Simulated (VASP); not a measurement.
# NaF (Fm-3m) in VASP: further runs

The runs below take NaF through relaxation of cell and atoms, with PBE.

All numbers are computed with VASP 6.6.1; they aren't measurements. Logs are shortened: lines on timing, memory, paths and dates and some standing lists are left out, and cuts for length are marked.

## Step 1: The cell of the first run

Symmetry: Fm-3m, No. 225, cubic system. Conventional cell: a = 4.640 Å, b = 4.640 Å, c = 4.640 Å, α = 90.00°, β = 90.00°, γ = 90.00°. Within 3.1 Å of Na (site symmetry m-3m) lie 6 F at 2.32 Å. F (site symmetry m-3m) has 6 Na at 2.32 Å within 3.1 Å.

## Step 2: Relaxation of cell and atoms, PBE, target pressure 10 GPa, at which the enthalpy is minimised

Contents of INCAR:

```
PREC = Accurate ; ENCUT = 600
EDIFF = 1E-7 ; ISMEAR = 0
SIGMA = 0.01 ; LREAL = False
LASPH = True ; NELM = 120
ALGO = Normal ; ISIF = 3
LWAVE = False ; LCHARG = False
GGA = PE ; IBRION = 2
NSW = 80 ; EDIFFG = -0.03
PSTRESS = 100.0 ; GGA_COMPAT = False
NELMIN = 4
```

Contents of KPOINTS:

```
regular mesh
0
Gamma
  7 7 7
```

Contents of POSCAR:

```
NaF
1.0
    0.0000000000      2.3200000000      2.3200000000
    2.3200000000      0.0000000000      2.3200000000
    2.3200000000      2.3200000000      0.0000000000
Na F
1 1
Direct
    0.0000000000      0.0000000000      0.0000000000
    0.5000000000      0.5000000000      0.5000000000
```

Potentials or basis: VASP PAW PBE potentials, release 64 (Na_pv, F).

Started as:

```sh
$ cat potpaw_PBE.64/Na_pv/POTCAR potpaw_PBE.64/F/POTCAR > POTCAR
$ mpirun -np 1 vasp_std > vasp.out
```

OUTCAR:

```text
PREC = Accurate
   ENCUT = 600
   EDIFF = 1E-7
   ISMEAR = 0
   LREAL = False
   LASPH = True
   NELM = 120
   ISIF = 3
   GGA = PE
   IBRION = 2
   NSW = 80
   EDIFFG = -0.03
   PSTRESS = 100.0
   NELMIN = 4

 ion  position               nearest neighbor table
   1  0.000  0.000  0.000-   2 2.32   2 2.32   2 2.32   2 2.32   2 2.32   2 2.32
   2  0.500  0.500  0.500-   1 2.32   1 2.32   1 2.32   1 2.32   1 2.32   1 2.32

  LATTYP: Found a face centered cubic cell.
 ALAT       =     4.6400000000

  Lattice vectors:

 A1 = (   0.0000000000,   2.3200000000,   2.3200000000)
 A2 = (   2.3200000000,   0.0000000000,   2.3200000000)
 A3 = (   2.3200000000,   2.3200000000,   0.0000000000)

Analysis of symmetry for initial positions (statically):
=====================================================================
 Subroutine PRICEL returns:
 Original cell was already a primitive cell.

 Routine SETGRP: Setting up the symmetry group for a
 face centered cubic supercell.

 Subroutine GETGRP returns: Found 48 space group operations
 (whereof 48 operations were pure point group operations)
 out of a pool of 48 trial point group operations.

The static configuration has the point symmetry O_h .

Analysis of symmetry for dynamics (positions and initial velocities):
=====================================================================
 Subroutine PRICEL returns:
 Original cell was already a primitive cell.

 Routine SETGRP: Setting up the symmetry group for a
 face centered cubic supercell.

 Subroutine GETGRP returns: Found 48 space group operations
 (whereof 48 operations were pure point group operations)
 out of a pool of 48 trial point group operations.

The dynamic configuration has the point symmetry O_h .

 Subroutine INISYM returns: Found 48 space group operations
 (whereof 48 operations are pure point group operations),
 and found     1 'primitive' translations

----------------------------------------------------------------------------------------

                                     Primitive cell

  volume of cell :      24.9743

  direct lattice vectors                    reciprocal lattice vectors
     0.000000000  2.320000000  2.320000000    -0.215517241  0.215517241  0.215517241
     2.320000000  0.000000000  2.320000000     0.215517241 -0.215517241  0.215517241
     2.320000000  2.320000000  0.000000000     0.215517241  0.215517241 -0.215517241

[... 62 lines left out ...]
   total plane-waves  NPLWV =  21952
   dimension x,y,z NGX =    28 NGY =   28 NGZ =   28
   dimension x,y,z NGXF=    56 NGYF=   56 NGZF=   56
   ions per type =               1   1
   NGX,Y,Z   is equivalent  to a cutoff of  14.19, 14.19, 14.19 a.u.
   NGXF,Y,Z  is equivalent  to a cutoff of  28.38, 28.38, 28.38 a.u.
 SYSTEM =  unknown system
   PREC   = accura    normal or accurate (medium, high low for compatibility)
   ISTART =      0    job   : 0-new  1-cont  2-samecut
   ICHARG =      2    charge: 1-file 2-atom 10-const
   ISPIN  =      1    spin polarized calculation?
   LNONCOLLINEAR =      F non collinear calculations
   LSORBIT =      F    spin-orbit coupling
   LASPH  =      T    aspherical Exc in radial PAW
   ENCUT  =  600.0 eV  44.10 Ry    6.64 a.u.   6.55  6.55  6.55*2*pi/ulx,y,z
   NELM   =    120;   NELMIN=  4; NELMDL= -5     # of ELM steps
   EDIFF  = 0.1E-06   stopping-criterion for ELM
   LREAL  =      F    real-space projection
   EDIFFG = -.3E-01   stopping-criterion for IOM
   NSW    =     80    number of steps for IOM
   IBRION =      2    ionic relax: 0-MD 1-quasi-New 2-CG
   NFREE  =      1    steps in history (QN), initial steepest desc. (CG)
   ISIF   =      3    stress and relaxation
   ISYM   =      2    0-nonsym 1-usesym 2-fastsym
   POTIM  = 0.5000    time-step for ionic-motion
   TEBEG  =    0.0;   TEEND  =   0.0 temperature during run
   PSTRESS=  100.0 pullay stress
   NELECT =      14.0000    total number of electrons
   NUPDOWN=      -1.0000    fix difference up-down
   EMIN   =  10.00;   EMAX   =-10.00  energy-range for DOS
   EFERMI =   0.00;   METHOD = LEGACY
   ISMEAR =     0;   SIGMA  =   0.01  broadening in eV -4-tet -1-fermi 0-gaus
   EFERMI_NEDOS =   21; number of points for ismear=-14 and -15
   IALGO  =     38    algorithm
   IMIX   =      4    mixing-type and parameters
     AMIX     =   0.40;   BMIX     =  1.00
     AMIX_MAG =   1.60;   BMIX_MAG =  1.00
  volume/ion in A,a.u.               =      12.49        84.27
  Fermi-wavevector in a.u.,A,eV,Ry     =   1.349852  2.550851 24.791186  1.822101
  Thomas-Fermi vector in A             =   2.477405
   LORBIT       =      0    0 simple, 1 ext, 2 COOP (PROOUT), +10 PAW based schemes
   GGA     = PE    functional components
   LHFCALC =     F    Hartree Fock is set to
   AEXX    =    0.0000 exact exchange contribution
   IVDW    =     0    specifies the selected vdW correction
   LEPSILON=     F    determine dielectric tensor
   LRPA    =     F    only Hartree local field effects (RPA)
 conjugate gradient relaxation of ions
 non-spin polarized calculation
 Gauss-broadening in eV      SIGMA  =   0.01
  energy-cutoff  :      600.00
  volume of cell :       24.97
 maximum number of plane-waves:       869
 NGX is ok and might be reduce to    28
   NGX = 13   NGY = 13   NGZ = 13

--------------------------------------- Ionic step        1  -------------------------------------------

 number of electron      14.0000006 magnetization

 Free energy of the ion-electron system (eV)
  ---------------------------------------------------
  ext. energy  EPLUGINS =         0.00000000
  ---------------------------------------------------
  free energy    TOTEN  =        -8.56467345 eV

  energy without entropy =       -8.56467345  energy(sigma->0) =       -8.56467345

 E-fermi :  -1.9641     XC(G=0):  -9.1358

 val. band max:       -2.1038102464   @ k =   0.0000   0.0000   0.0000
 cond. band min:       4.1772300073   @ k =   0.0000   0.0000   0.0000
 fundamental gap:      6.2810402537
 Fermi energy:        -1.9641007207

 k-point     1 :       0.0000    0.0000    0.0000
  band No.  band energies     occupation
      1     -21.2707      2.00000
      2     -21.0600      2.00000
      3     -21.0600      2.00000
      4     -21.0600      2.00000
      5      -2.1038      2.00000
      6      -2.1038      2.00000
      7      -2.1038      2.00000
      8       4.1772      0.00000
      9      16.8470      0.00000
     10      16.8470      0.00000
     11      16.8470      0.00000
[... 339 lines left out ...]
--------------------------------------- Ionic step        3  -------------------------------------------

 number of electron      14.0000002 magnetization

 Free energy of the ion-electron system (eV)
  ---------------------------------------------------
  ext. energy  EPLUGINS =         0.00000000
  ---------------------------------------------------
  free energy    TOTEN  =        -8.47078437 eV

  energy without entropy =       -8.47078437  energy(sigma->0) =       -8.47078437

 E-fermi :  -1.4483     XC(G=0):  -9.7170

 val. band max:       -1.5404398353   @ k =   0.0000   0.0000   0.0000
 cond. band min:       5.4321214049   @ k =   0.0000   0.0000   0.0000
 fundamental gap:      6.9725612402
 Fermi energy:        -1.4482700574

 k-point     1 :       0.0000    0.0000    0.0000
  band No.  band energies     occupation
      1     -20.9267      2.00000
      2     -20.1577      2.00000
      3     -20.1577      2.00000
      4     -20.1577      2.00000
      5      -1.5404      2.00000
      6      -1.5404      2.00000
      7      -1.5404      2.00000
      8       5.4321      0.00000
      9      18.2643      0.00000
     10      18.2643      0.00000
     11      18.2643      0.00000
[... 297 lines left out ...]
  energy  without entropy=       -8.4707843660  energy(sigma->0) =       -8.47078437

  enthalpy is  TOTEN    =        -7.0866252413 eV   P V=        1.3841591247

 reached required accuracy - stopping structural energy minimisation
```

CONTCAR:

```text
NaF
   1.00000000000000
     0.0000000000000000    2.2299178754470264    2.2299178754470264
     2.2299178754470264    0.0000000000000000    2.2299178754470264
     2.2299178754470264    2.2299178754470264   -0.0000000000000000
  Na              F
     1     1
Direct
     0.0000000000000000    0.0000000000000000    0.0000000000000000
     0.5000000000000000    0.5000000000000000    0.5000000000000000

  0.00000000E+00  0.00000000E+00  0.00000000E+00
  0.00000000E+00  0.00000000E+00  0.00000000E+00
```

Wall time 32 s (1 thread of Intel Xeon 8259CL, shared host); peak memory 0.15 GiB.

What came out:

```
Free energy                                                : -8.4708 eV
Relaxed volume                                             : 11.09 Å³/atom
Relaxed cell                                               : a = 3.154 Å, b = 3.154 Å, c = 3.154 Å, α = 60.00°, β = 60.00°, γ = 60.00°
Space group after relaxing (to 0.1 Å)                      : Fm-3m (No. 225)
Energy change on relaxing (the run minimises the enthalpy) : +46.9 meV/atom
Ionic steps                                                : 3
Pressure after relaxing                                    : 9.9 GPa
Band gap on the k mesh                                     : 6.97 eV
```

The path:
| step | energy change (eV) | largest force (eV/Å) | pressure (GPa) | volume (Å³) |
| --- | --- | --- | --- | --- |
| 1 | 0.0000 | 0.0000 | 1.71 | 24.97 |
| 2 | 0.0642 | 0.0000 | 7.90 | 22.71 |
| 3 | 0.0939 | 0.0000 | 9.91 | 22.18 |

Final structure:
```
Na F
1.0
     0.00000    2.22992    2.22992
     2.22992    0.00000    2.22992
     2.22992    2.22992    0.00000
Na F
1 1
Cartesian
  0.0000 0.0000 0.0000
  2.2299 2.2299 2.2299
```

Caveat: the cell is relaxed towards a set pressure, so the run minimises the enthalpy, not the energy. Expect the measured gap to be larger: semilocal functionals such as PBE lack the derivative discontinuity.

## Step 3: Relaxation of cell and atoms, PBE, target pressure 20 GPa, at which the enthalpy is minimised

Contents of INCAR:

```
SYSTEM = NaF
PREC     = Accurate       ! precision mode
ENCUT    = 600            ! plane-wave cutoff, eV
EDIFF    = 1E-7           ! SCF threshold, eV
ISMEAR   = 0              ! smearing method
SIGMA    = 0.01           ! smearing width, eV
LREAL    = .False.        ! projectors in reciprocal space
LASPH    = .True.         ! aspherical terms in the spheres
NELM     = 120            ! most SCF steps
ALGO     = Normal         ! electronic algorithm
ISIF     = 3              ! what is computed and relaxed
LWAVE    = .False.        ! write WAVECAR
LCHARG   = .False.        ! write CHGCAR
GGA      = PE             ! functional
IBRION   = 2              ! ionic algorithm
NSW      = 80             ! ionic steps
EDIFFG   = -0.03          ! ionic threshold
PSTRESS  = 200.0        
GGA_COMPAT= .False.      
NELMIN   = 4
```

Contents of KPOINTS:

```
regular mesh
0
Gamma
  7 7 7
  0 0 0
```

POSCAR is that of step 2.

Potentials or basis: VASP PAW PBE potentials, release 64 (Na_pv, F).

Started as:

```sh
$ cat potpaw_PBE.64/Na_pv/POTCAR potpaw_PBE.64/F/POTCAR > POTCAR
$ mpirun -np 1 vasp_std > vasp.out
```

OUTCAR:

```text
SYSTEM = NaF
   PREC = Accurate
   ENCUT = 600
   EDIFF = 1E-7
   ISMEAR = 0
   LREAL = .False.
   LASPH = .True.
   NELM = 120
   ISIF = 3
   GGA = PE
   IBRION = 2
   NSW = 80
   EDIFFG = -0.03
   PSTRESS = 200.0
   NELMIN = 4

 ion  position               nearest neighbor table
   1  0.000  0.000  0.000-   2 2.32   2 2.32   2 2.32   2 2.32   2 2.32   2 2.32
   2  0.500  0.500  0.500-   1 2.32   1 2.32   1 2.32   1 2.32   1 2.32   1 2.32

  LATTYP: Found a face centered cubic cell.
 ALAT       =     4.6400000000

  Lattice vectors:

 A1 = (   0.0000000000,   2.3200000000,   2.3200000000)
 A2 = (   2.3200000000,   0.0000000000,   2.3200000000)
 A3 = (   2.3200000000,   2.3200000000,   0.0000000000)

Analysis of symmetry for initial positions (statically):
=====================================================================
 Subroutine PRICEL returns:
 Original cell was already a primitive cell.

 Routine SETGRP: Setting up the symmetry group for a
 face centered cubic supercell.

 Subroutine GETGRP returns: Found 48 space group operations
 (whereof 48 operations were pure point group operations)
 out of a pool of 48 trial point group operations.

[... 508 lines left out ...]
      6      -1.0095      2.00000
      7      -1.0095      2.00000
      8       6.5953      0.00000
      9      19.4742      0.00000
     10      19.4742      0.00000
     11      19.4742      0.00000
[... 253 lines left out ...]
 k-point    20 :      -0.2857    0.4286    0.1429
  band No.  band energies     occupation
      1     -20.6720      2.00000
      2     -19.5951      2.00000
      3     -19.5162      2.00000
      4     -18.9626      2.00000
      5      -2.2052      2.00000
      6      -2.1822      2.00000
      7      -1.6412      2.00000
      8      13.2482      0.00000
      9      13.7992      0.00000
     10      16.7152      0.00000
     11      19.2445      0.00000

------------------------ aborting loop because EDIFF is reached ----------------------------------------

  FORCE on cell =-STRESS in cart. coord.  units (eV):
  Direction    XX          YY          ZZ          XY          YZ          ZX
  --------------------------------------------------------------------------------------
  -------------------------------------------------------------------------------------
  Total        2.5401625      2.5401625      2.5401625      0.0000000     -0.0000000      0.0000000
  in kB      201.7974388    201.7974388    201.7974388      0.0000000     -0.0000000      0.0000000
  external PRESSURE =       1.7974388 kB  Pullay stress =     200.0000000 kB

 VOLUME and BASIS-vectors are now :
 -----------------------------------------------------------------------------
  energy-cutoff  :      600.00
  volume of cell :       20.17
      direct lattice vectors                 reciprocal lattice vectors
     0.000000000  2.160439677  2.160439677    -0.231434372  0.231434372  0.231434372
     2.160439677  0.000000000  2.160439677     0.231434372 -0.231434372  0.231434372
     2.160439677  2.160439677 -0.000000000     0.231434372  0.231434372 -0.231434372

 POSITION                                       TOTAL-FORCE (eV/Angst)
 -----------------------------------------------------------------------------------
      2.16044      0.00000      2.16044        -0.000000      0.000000     -0.000000
      2.16044      2.16044      2.16044         0.000000     -0.000000      0.000000
 -----------------------------------------------------------------------------------
    total drift:                                0.000000      0.000000      0.000000

  FREE ENERGIE OF THE ION-ELECTRON SYSTEM (eV)
  ---------------------------------------------------
  free  energy   TOTEN  =        -8.2872263862 eV

  energy  without entropy=       -8.2872263862  energy(sigma->0) =       -8.28722639

  enthalpy is  TOTEN    =        -5.7696894985 eV   P V=        2.5175368877

 reached required accuracy - stopping structural energy minimisation
```

CONTCAR:

```text
NaF
   1.00000000000000
     0.0000000000000000    2.1604396768921239    2.1604396768921239
     2.1604396768921239    0.0000000000000000    2.1604396768921239
     2.1604396768921239    2.1604396768921239   -0.0000000000000000
  Na              F
     1     1
Direct
     0.0000000000000000    1.0000000000000000    0.0000000000000000
     0.5000000000000000    0.5000000000000000    0.5000000000000000

  0.00000000E+00  0.00000000E+00  0.00000000E+00
  0.00000000E+00  0.00000000E+00  0.00000000E+00
```

Run time: 30 s. Hardware: 1 thread of Intel Xeon 8259CL, shared host; peak memory 0.15 GiB.

What came out:

| Item | Value |
| --- | --- |
| Free energy | -8.2872 eV |
| Relaxed volume | 10.08 Å³/atom |
| Relaxed cell | a = 3.055 Å, b = 3.055 Å, c = 3.055 Å, α = 60.00°, β = 60.00°, γ = 60.00° |
| Space group after relaxing (to 0.1 Å) | Fm-3m (No. 225) |
| Energy change on relaxing (the run minimises the enthalpy) | +138.7 meV/atom |
| Ionic steps | 2 |
| Pressure after relaxing | 20.2 GPa |
| Band gap on the k mesh | 7.60 eV |

Step by step:
```tsv
step	energy change (eV)	largest force (eV/Å)	pressure (GPa)	volume (Å³)
1	0.0000	0.0000	1.71	24.97
2	0.2774	0.0000	20.18	20.17
```

Final structure:
```yaml
crystal:
  lattice:
    - [0.00000, 2.16044, 2.16044]
    - [2.16044, 0.00000, 2.16044]
    - [2.16044, 2.16044, 0.00000]
  atoms:
    - { symbol: Na, position: [0.00000, 0.00000, 0.00000] }
    - { symbol: F, position: [0.50000, 0.50000, 0.50000] }
```

Levels at points of the mesh, in eV from the valence-band top:
| k point | band 3 | band 4 | band 5 | band 6 | band 7 | band 8 | band 9 | band 10 | band 11 |
| --- | --- | --- | --- | --- | --- | --- | --- | --- | --- |
| (0.00, 0.00, 0.00) | -18.38 | -18.38 | 0.00 | 0.00 | 0.00 | 7.60 | 20.48 | 20.48 | 20.48 |

Caveat: the cell is relaxed towards a set pressure, so the run minimises the enthalpy, not the energy; the volume moved by over 15 % at a fixed basis, so the end points are rough. PBE gaps usually lie below the measured ones, often by a third to a half.
